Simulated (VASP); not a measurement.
Crystal: BiO4.

```
Bi O
1.0
    -2.76585    2.76585    2.76585
     2.76585   -2.76585    2.76585
     2.76585    2.76585   -2.76585
Bi O
1 4
Direct
  0.00000 0.00000 0.00000
  0.34960 0.34960 0.34960
  0.65040 0.00000 0.00000
  0.00000 0.00000 0.65040
  0.00000 0.65040 0.00000
```

| Quantity | Value |
| --- | --- |
| Program | VASP 6.6.1 |
| Task | relaxation of cell and atoms |
| Functional | PBE |
| Potentials or basis | VASP PAW PBE potentials, release 64 (Bi_d, O) |
| Cutoff | 600 eV |
| k mesh | 4 × 4 × 4 |
| Occupations | gaussian, width 0.1 eV |
| Spin | no spin polarisation |

At the start: pressure 63.7 GPa; volume 16.93 Å³/atom.

Task: Where does the relaxation end?

Result: Over 29 steps the energy falls by 2073.9 meV/atom and the volume is 13.52 Å³/atom (-20.1 %); space group I-43m (No. 217, to 0.05 Å).

The path:
| step | energy change (eV) | largest force (eV/Å) | pressure (GPa) | volume (Å³) |
| --- | --- | --- | --- | --- |
| 1 | 0.0000 | 15.7070 | 63.69 | 84.63 |
| 2 | 1.0811 | 0.2659 | -16.90 | 196.70 |
| 3 | -1.6761 | 0.4813 | -15.27 | 169.90 |
| 4 | -3.6294 | 0.9258 | -14.22 | 151.93 |
| 5 | -8.0607 | 1.3529 | -11.86 | 115.02 |
| 6 | -9.0143 | 1.1288 | -0.72 | 99.05 |
| 7 | -9.0380 | 0.3429 | -4.20 | 102.03 |
| 8 | -9.0459 | 0.5921 | -3.09 | 101.00 |
| 9 | -9.0450 | 0.6809 | -2.69 | 100.65 |
| 10 | -9.1895 | 0.8091 | -2.41 | 96.34 |
| 11 | -9.6153 | 1.2326 | -0.40 | 84.15 |
| 12 | -9.8100 | 2.0254 | 17.44 | 62.95 |
| 13 | -9.9052 | 1.8591 | 7.23 | 70.96 |
| 14 | -9.9125 | 1.9511 | 10.24 | 68.00 |
| 15 | -9.9575 | 1.8242 | 10.15 | 67.42 |
| 16 | -10.0614 | 1.4794 | 10.30 | 65.70 |
| 17 | -10.1337 | 0.8642 | 12.47 | 62.34 |
| 18 | -10.2069 | 0.7204 | 9.91 | 63.33 |
| 19 | -10.3379 | 0.3509 | 3.35 | 66.34 |
| 20 | -10.2781 | 0.1156 | -5.61 | 72.65 |
| 21 | -10.3601 | 0.1311 | -0.53 | 68.63 |
| 22 | -10.3605 | 0.1522 | -0.17 | 68.38 |
| 23 | -10.3605 | 0.1631 | 0.03 | 68.25 |
| 24 | -10.3614 | 0.1547 | 0.02 | 68.20 |
| 25 | -10.3637 | 0.1309 | 0.10 | 68.03 |
| 26 | -10.3671 | 0.0868 | 0.25 | 67.69 |
| 27 | -10.3686 | 0.0227 | 0.71 | 67.03 |
| 28 | -10.3688 | 0.0337 | 0.64 | 67.17 |
| 29 | -10.3697 | 0.0061 | -0.08 | 67.58 |

Final structure:
```
CELL_PARAMETERS angstrom
-2.56602 2.56602 2.56602
2.56602 -2.56602 2.56602
2.56602 2.56602 -2.56602
ATOMIC_POSITIONS crystal
Bi 0.00000 0.00000 0.00000
O 0.47909 0.47909 0.47909
O 0.52091 0.00000 0.00000
O 0.00000 0.00000 0.52091
O 0.00000 0.52091 0.00000
```

Caveat: the k points lie up to 0.43 Å⁻¹ apart in the final cell; the volume moved by over 15 % at a fixed basis, so the end points are rough; an odd number of electrons without spin polarisation forces a metal; a magnetic or distorted state may lie lower.
